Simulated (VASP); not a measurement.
Write the native input for VASP 6.6.1 that does the following.

```
Task                   : single point
Functional             : PBE
Potentials or basis    : VASP PAW PBE potentials, release 64 (Li_sv, B, Pt)
Cutoff                 : 520 eV
k mesh                 : 6 × 6 × 6
Occupations            : gaussian, width 0.1 eV
Spin                   : no spin polarisation
Dipole correction      : no
Further INCAR settings : ALGO = Normal; EDIFF = 1e-06; NBANDS = 15
```

The structure of LiBPt lies in POSCAR:

```
LiBPt
1.0
    3.4937649370      0.0000000029      0.0000000000
   -1.7468824710      3.0256891889      0.0000000000
    0.0000000000      0.0000000000      4.0244732710
Li B Pt
1 1 1
Direct
    0.0000000000      0.0000000000      0.0000000000
    0.6666666667      0.3333333333      0.5000000000
    0.3333333333      0.6666666667      0.5000000000
```

The cell was built from a structure type or drawn by symmetry, and may not be a known phase.

These files were run (other wordings do the same):

INCAR

```
SYSTEM = LiBPt
ALGO = Normal
EDIFF = 1E-6
ENCUT = 520
GGA = PE
ISIF = 2
ISMEAR = 0
LASPH = .TRUE.
LCHARG = .FALSE.
LREAL = .FALSE.
LWAVE = .FALSE.
NBANDS = 15
NELM = 100
PREC = Accurate
SIGMA = 0.1
```

KPOINTS

```
k-points
0
G
  6 6 6
  0 0 0
```

Potentials or basis: VASP PAW PBE potentials, release 64 (Li_sv, B, Pt).

Command:

```sh
$ cat potpaw_PBE.64/Li_sv/POTCAR potpaw_PBE.64/B/POTCAR potpaw_PBE.64/Pt/POTCAR > POTCAR
$ mpirun -np 1 vasp_std > vasp.out
```

It gave:

| Quantity | Value |
| --- | --- |
| Band gap on the k mesh | zero (bands 8 and 9 overlap by 1.69 eV) |

Caveat: spin-orbit coupling is left out, which moves the levels of the heavy elements.

Wall time 32 s on 1 thread of Intel Xeon 8259CL, with other jobs on the host, peak memory 0.17 GiB.
